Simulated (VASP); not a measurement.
# Cs (Fm-3m) in VASP: a series of runs

Cs is run at these levels: LDA; tasks: electric field gradients.

All numbers are computed with VASP 6.6.1; they aren't measurements. Logs are shortened: lines on timing, memory, paths and dates and some standing lists are left out, and cuts for length are marked.

## 1. The cell of the first run

The structure is cubic, space group Fm-3m (No. 225). The conventional cell has a = 7.737 Å, b = 7.737 Å, c = 7.737 Å, α = 90.00°, β = 90.00°, γ = 90.00°.

This isn't the form of Cs at room conditions, which is bcc.

## 2. Electric field gradients, LDA (115.78 Å³/atom)

Input file INCAR:

```
SYSTEM = Cs
PREC     = Accurate       ! precision mode
ENCUT    = 520            ! plane-wave cutoff, eV
EDIFF    = 1E-8           ! SCF threshold, eV
ISMEAR   = -1             ! smearing method
SIGMA    = 0.08           ! smearing width, eV
LREAL    = .False.        ! projectors in reciprocal space
LASPH    = .True.         ! aspherical terms in the spheres
NELM     = 100            ! most SCF steps
ALGO     = Normal         ! electronic algorithm
ISIF     = 2              ! what is computed and relaxed
LWAVE    = .False.        ! write WAVECAR
LCHARG   = .False.        ! write CHGCAR
LEFG     = .True.       
NBANDS   = 10             ! bands
```

Input file KPOINTS:

```
Automatic mesh
0
Gamma
  8 8 8
  0 0 0
```

Input file POSCAR:

```
Cs
1.0
    0.0000000000      3.8684204905      3.8684204905
    3.8684204905      0.0000000000      3.8684204905
    3.8684204905      3.8684204905      0.0000000000
Cs
1
Direct
    0.0000000000      0.0000000000      0.0000000000
```

Potentials or basis: VASP PAW LDA potentials, release 64 (Cs_sv).

Started as:

```
> cat potpaw_LDA.64/Cs_sv/POTCAR > POTCAR
> mpirun -np 1 vasp_std > vasp.out
```

OUTCAR:

```text
SYSTEM = Cs
   PREC = Accurate
   ENCUT = 520
   EDIFF = 1E-8
   ISMEAR = -1
   LREAL = .False.
   LASPH = .True.
   NELM = 100
   ISIF = 2

 ion  position               nearest neighbor table
   1  0.000  0.000  0.000-

  LATTYP: Found a face centered cubic cell.
 ALAT       =     7.7368409810

  Lattice vectors:

 A1 = (   0.0000000000,   3.8684204905,   3.8684204905)
 A2 = (   3.8684204905,   0.0000000000,   3.8684204905)
 A3 = (   3.8684204905,   3.8684204905,   0.0000000000)

Analysis of symmetry for initial positions (statically):
=====================================================================
 Subroutine PRICEL returns:
 Original cell was already a primitive cell.

 Routine SETGRP: Setting up the symmetry group for a
 face centered cubic supercell.

 Subroutine GETGRP returns: Found 48 space group operations
 (whereof 48 operations were pure point group operations)
 out of a pool of 48 trial point group operations.

The static configuration has the point symmetry O_h .

Analysis of symmetry for dynamics (positions and initial velocities):
=====================================================================
 Subroutine PRICEL returns:
 Original cell was already a primitive cell.

 Routine SETGRP: Setting up the symmetry group for a
 face centered cubic supercell.

 Subroutine GETGRP returns: Found 48 space group operations
 (whereof 48 operations were pure point group operations)
 out of a pool of 48 trial point group operations.

The dynamic configuration has the point symmetry O_h .

 Subroutine INISYM returns: Found 48 space group operations
 (whereof 48 operations are pure point group operations),
 and found     1 'primitive' translations

----------------------------------------------------------------------------------------

                                     Primitive cell

  volume of cell :     115.7793

  direct lattice vectors                    reciprocal lattice vectors
     0.000000000  3.868420491  3.868420491    -0.129251719  0.129251719  0.129251719
     3.868420491  0.000000000  3.868420491     0.129251719 -0.129251719  0.129251719
     3.868420491  3.868420491  0.000000000     0.129251719  0.129251719 -0.129251719

  length of vectors
     5.470772723  5.470772723  5.470772723     0.223870545  0.223870545  0.223870545

  position of ions in fractional coordinates (direct lattice)
     0.000000000  0.000000000  0.000000000

  ion indices of the primitive-cell ions
   primitive index   ion index
                 1           1

----------------------------------------------------------------------------------------

 KPOINTS: Automatic mesh

Automatic generation of k-mesh.
 Grid dimensions read from file:
 generate k-points for:    8    8    8

 Generating k-lattice:

  Cartesian coordinates                     Fractional coordinates (reciprocal lattice)
    -0.016156465  0.016156465  0.016156465     0.125000000  0.000000000  0.000000000
     0.016156465 -0.016156465  0.016156465     0.000000000  0.125000000  0.000000000
     0.016156465  0.016156465 -0.016156465     0.000000000  0.000000000  0.125000000

  Length of vectors
     0.027983818  0.027983818  0.027983818

  Shift w.r.t. Gamma in fractional coordinates (k-lattice)
     0.000000000  0.000000000  0.000000000

 Subroutine IBZKPT returns following result:
 ===========================================

 Found     29 irreducible k-points:

 Following reciprocal coordinates:
            Coordinates               Weight
  0.000000  0.000000  0.000000      1.000000
  0.125000  0.000000  0.000000      8.000000
  0.250000  0.000000  0.000000      8.000000
  0.375000  0.000000  0.000000      8.000000
  0.500000  0.000000  0.000000      4.000000
  0.125000  0.125000  0.000000      6.000000
[... 16 lines left out ...]
  0.500000  0.250000  0.125000     48.000000
 -0.375000  0.250000  0.125000     24.000000
 [... further k-points ...]
   k-points           NKPTS =     29   k-points in BZ     NKDIM =     29   number of bands    NBANDS=     10
   number of dos      NEDOS =    301   number of ions     NIONS =      1
   total plane-waves  NPLWV =  74088
   dimension x,y,z NGX =    42 NGY =   42 NGZ =   42
   dimension x,y,z NGXF=    84 NGYF=   84 NGZF=   84
   ions per type =               1
   NGX,Y,Z   is equivalent  to a cutoff of  12.76, 12.76, 12.76 a.u.
   NGXF,Y,Z  is equivalent  to a cutoff of  25.53, 25.53, 25.53 a.u.
 SYSTEM =  Cs
   PREC   = accura    normal or accurate (medium, high low for compatibility)
   ISTART =      0    job   : 0-new  1-cont  2-samecut
   ICHARG =      2    charge: 1-file 2-atom 10-const
   ISPIN  =      1    spin polarized calculation?
   LNONCOLLINEAR =      F non collinear calculations
   LSORBIT =      F    spin-orbit coupling
   LASPH  =      T    aspherical Exc in radial PAW
   ENCUT  =  520.0 eV  38.22 Ry    6.18 a.u.  10.17 10.17 10.17*2*pi/ulx,y,z
   NELM   =    100;   NELMIN=  2; NELMDL= -5     # of ELM steps
   EDIFF  = 0.1E-07   stopping-criterion for ELM
   LREAL  =      F    real-space projection
   EDIFFG = 0.1E-06   stopping-criterion for IOM
   NSW    =      0    number of steps for IOM
   IBRION =     -1    ionic relax: 0-MD 1-quasi-New 2-CG
   NFREE  =      0    steps in history (QN), initial steepest desc. (CG)
   ISIF   =      2    stress and relaxation
   ISYM   =      2    0-nonsym 1-usesym 2-fastsym
   POTIM  = 0.5000    time-step for ionic-motion
   TEBEG  =    0.0;   TEEND  =   0.0 temperature during run
   PSTRESS=    0.0 pullay stress
   NELECT =       9.0000    total number of electrons
   NUPDOWN=      -1.0000    fix difference up-down
   EMIN   =  10.00;   EMAX   =-10.00  energy-range for DOS
   EFERMI =   0.00;   METHOD = LEGACY
   ISMEAR =    -1;   SIGMA  =   0.08  broadening in eV -4-tet -1-fermi 0-gaus
   EFERMI_NEDOS =   21; number of points for ismear=-14 and -15
   IALGO  =     38    algorithm
   IMIX   =      4    mixing-type and parameters
     AMIX     =   0.40;   BMIX     =  1.00
     AMIX_MAG =   1.60;   BMIX_MAG =  1.00
  volume/ion in A,a.u.               =     115.78       781.32
  Fermi-wavevector in a.u.,A,eV,Ry     =   0.698681  1.320315  6.641746  0.488155
  Thomas-Fermi vector in A             =   1.782351
   LORBIT       =      0    0 simple, 1 ext, 2 COOP (PROOUT), +10 PAW based schemes
   GGA     = CA    functional components
   LHFCALC =     F    Hartree Fock is set to
   AEXX    =    0.0000 exact exchange contribution
   IVDW    =     0    specifies the selected vdW correction
   LEPSILON=     F    determine dielectric tensor
   LRPA    =     F    only Hartree local field effects (RPA)
 non-spin polarized calculation
  energy-cutoff  :      520.00
  volume of cell :      115.78
 maximum number of plane-waves:      3142
 NGX is ok and might be reduce to    42
   NGX = 21   NGY = 21   NGZ = 21

 number of electron       8.9999999 magnetization

 Free energy of the ion-electron system (eV)
  ---------------------------------------------------
  ext. energy  EPLUGINS =         0.00000000
  ---------------------------------------------------
  free energy    TOTEN  =        -0.98188681 eV

  energy without entropy =       -0.95279295  energy(sigma->0) =       -0.96733988

 E-fermi :   0.2541     XC(G=0):  -5.5244

 val. band max:        0.2095050470   @ k =   0.5000   0.0000   0.0000
 cond. band min:       0.3016748273   @ k =   0.5000   0.1250   0.0000
 fundamental gap:      0.0921697803
 Fermi energy:         0.2540608581

 k-point     1 :       0.0000    0.0000    0.0000
  band No.  band energies     occupation
      1     -23.5523      2.00000
      2     -10.2902      2.00000
      3     -10.2902      2.00000
      4     -10.2902      2.00000
      5      -1.4078      2.00000
      6       2.6547      0.00000
      7       2.6547      0.00000
      8       2.6547      0.00000
      9       3.7164      0.00000
     10       3.7164      0.00000

 k-point     2 :       0.1250    0.0000    0.0000
  band No.  band energies     occupation
      1     -23.5515      2.00000
      2     -10.3108      2.00000
      3     -10.2930      2.00000
      4     -10.2930      2.00000
      5      -1.2454      2.00000
      6       2.3821      0.00000
      7       2.7246      0.00000
      8       2.7246      0.00000
      9       3.5999      0.00000
     10       3.5999      0.00000

 k-point     3 :       0.2500    0.0000    0.0000
  band No.  band energies     occupation
      1     -23.5494      2.00000
      2     -10.3596      2.00000
      3     -10.2996      2.00000
      4     -10.2996      2.00000
      5      -0.7958      2.00000
      6       1.8793      0.00000
      7       2.7451      0.00000
      8       2.7451      0.00000
      9       3.6416      0.00000
     10       3.6416      0.00000

 k-point     4 :       0.3750    0.0000    0.0000
  band No.  band energies     occupation
      1     -23.5472      2.00000
      2     -10.4072      2.00000
      3     -10.3062      2.00000
      4     -10.3062      2.00000
      5      -0.1867      1.99194
      6       1.3960      0.00000
      7       2.5989      0.00000
      8       2.5989      0.00000
      9       4.1227      0.00000
     10       4.1227      0.00000
[... 222 lines left out ...]
 k-point    22 :       0.3750    0.2500    0.1250
  band No.  band energies     occupation
      1     -23.5478      2.00000
      2     -10.3714      2.00000
      3     -10.3247      2.00000
      4     -10.3081      2.00000
      5      -0.4146      1.99953
      6       1.7360      0.00000
      7       2.2324      0.00000
      8       3.0526      0.00000
      9       3.2122      0.00000
     10       4.2489      0.00000

 k-point    23 :       0.5000    0.2500    0.1250
  band No.  band energies     occupation
      1     -23.5461      2.00000
      2     -10.3970      2.00000
      3     -10.3398      2.00000
      4     -10.3161      2.00000
      5       0.1858      1.40228
      6       1.4268      0.00000
      7       1.9383      0.00000
      8       2.8993      0.00000
      9       3.7018      0.00000
     10       4.4994      0.00000

 k-point    24 :      -0.3750    0.2500    0.1250
  band No.  band energies     occupation
      1     -23.5454      2.00000
      2     -10.4079      2.00000
      3     -10.3446      2.00000
      4     -10.3204      2.00000
      5       0.6656      0.01160
      6       1.0597      0.00008
      7       1.9294      0.00000
      8       2.8033      0.00000
      9       3.8092      0.00000
     10       4.5990      0.00000

 [... further k-points ...]

------------------------ aborting loop because EDIFF is reached ----------------------------------------

  FORCE on cell =-STRESS in cart. coord.  units (eV):
  Direction    XX          YY          ZZ          XY          YZ          ZX
  --------------------------------------------------------------------------------------
  -------------------------------------------------------------------------------------
  Total       -0.2413474     -0.2413474     -0.2413474     -0.0000000     -0.0000000      0.0000000
  in kB       -3.3398130     -3.3398130     -3.3398130     -0.0000000     -0.0000000      0.0000000
  external PRESSURE =      -3.3398130 kB  Pullay stress =       0.0000000 kB

 VOLUME and BASIS-vectors are now :
 -----------------------------------------------------------------------------
  energy-cutoff  :      520.00
  volume of cell :      115.78
      direct lattice vectors                 reciprocal lattice vectors
     0.000000000  3.868420491  3.868420491    -0.129251719  0.129251719  0.129251719
     3.868420491  0.000000000  3.868420491     0.129251719 -0.129251719  0.129251719
     3.868420491  3.868420491  0.000000000     0.129251719  0.129251719 -0.129251719

 POSITION                                       TOTAL-FORCE (eV/Angst)
 -----------------------------------------------------------------------------------
      0.00000      0.00000      0.00000         0.000000      0.000000      0.000000
 -----------------------------------------------------------------------------------
    total drift:                                0.000000     -0.000000     -0.000000

  FREE ENERGIE OF THE ION-ELECTRON SYSTEM (eV)
  ---------------------------------------------------
  free  energy   TOTEN  =        -0.9818868061 eV

  energy  without entropy=       -0.9527929521  energy(sigma->0) =       -0.96733988

 Electric field gradients (V/A^2)
---------------------------------------------------------------------
 ion       V_xx      V_yy      V_zz      V_xy      V_xz      V_yz
---------------------------------------------------------------------
   1      -0.000     0.000     0.000     0.000     0.000     0.000
---------------------------------------------------------------------

 Electric field gradients after diagonalization (V/A^2)
 (convention: |V_zz| > |V_xx| > |V_yy|)
----------------------------------------------------------------------
 ion       V_xx      V_yy      V_zz     asymmetry (V_yy - V_xx)/ V_zz
----------------------------------------------------------------------
   1      -0.000    -0.000     0.001       0.000
----------------------------------------------------------------------

           NMR quadrupolar parameters

 Cq : quadrupolar parameter    Cq=e*Q*V_zz/h
 eta: asymmetry parameters     (V_yy - V_xx)/ V_zz
 Q  : nuclear electric quadrupole moment in mb (millibarn)
----------------------------------------------------------------------
 ion       Cq(MHz)       eta       Q (mb)
----------------------------------------------------------------------
   1       0.000       0.000       1.000
----------------------------------------------------------------------
```

Run time: 26 s. Hardware: 1 thread of Intel Xeon Platinum 8259CL at 2.50GHz (Skylake/Cascade Lake), shared host; peak memory 0.21 GiB.

What came out:

```yaml
Free_energy: -0.9819 eV
Pressure: -0.3 GPa
Band_gap_on_the_k_mesh: zero (an odd number of electrons rules out a gap without spin polarisation)
Largest_electric_field_gradient_by_atom: zero within the noise of the run
```

Caveat: spin-orbit coupling is left out, which moves the levels of the heavy elements.

(Part 1 of 2 ends here.)
